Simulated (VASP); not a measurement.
Set up this calculation in VASP 6.6.1, as the native input.

```
Task                   : relaxation of cell and atoms
Functional             : PBE
Potentials or basis    : VASP PAW PBE potentials, release 64 (Ba_sv, Os)
Cutoff                 : 600 eV
k mesh                 : 12 × 12 × 12
Occupations            : gaussian, width 0.1 eV
Spin                   : no spin polarisation
Dipole correction      : no
Further INCAR settings : ALGO = Fast; EDIFF = 1e-06; IBRION = 2; EDIFFG = -0.01; NSW = 100; ISIF = 3
```

The structure of BaOs3 lies in POSCAR:

```
BaOs3
1.0
    4.1909147000      0.0000000000      0.0000000000
    0.0000000000      4.1909147000      0.0000000000
    0.0000000000      0.0000000000      4.1909147000
Ba Os
1 3
Direct
    0.0000000000      0.0000000000      0.0000000000
    0.0000000000      0.5000000000      0.5000000000
    0.5000000000      0.0000000000      0.5000000000
    0.5000000000      0.5000000000      0.0000000000
```

These files were run (other wordings do the same):

INCAR

```
PREC = Accurate
ENCUT = 600
EDIFF = 1E-6
ISMEAR = 0
SIGMA = 0.1
LREAL = F
LASPH = T
NELM = 80
ALGO = Fast
ISIF = 3
LWAVE = F
LCHARG = F
GGA = PE
IBRION = 2
NSW = 100
EDIFFG = -0.01
```

KPOINTS

```
Automatic mesh
0
Gamma
  12 12 12
```

Potentials or basis: VASP PAW PBE potentials, release 64 (Ba_sv, Os).

Command:

```bash
$ cat potpaw_PBE.64/Ba_sv/POTCAR potpaw_PBE.64/Os/POTCAR > POTCAR
$ mpirun -np 1 vasp_std > vasp.out
```

It gave:

```json
{
 "Relaxed volume": "18.90 Å³/atom",
 "Relaxed cell": "a = 4.228 Å, b = 4.228 Å, c = 4.228 Å, α = 90.00°, β = 90.00°, γ = 90.00°",
 "Space group after relaxing (to 0.05 Å)": "Pm-3m (No. 221)",
 "Energy gained by relaxing": "6.0 meV/atom",
 "Ionic steps": "3",
 "Pressure after relaxing": "0.0 GPa",
 "Band gap on the k mesh": "zero (band 17 reaches 7.47 eV, above the bottom of band 18 at 5.43 eV)"
}
```

Caveat: spin-orbit coupling is left out, which moves the levels of the heavy elements.

Run time: 15 min on 1 thread of Oxide Virtual Turin-like Processor, with other jobs on the host, peak memory 0.3 GiB.
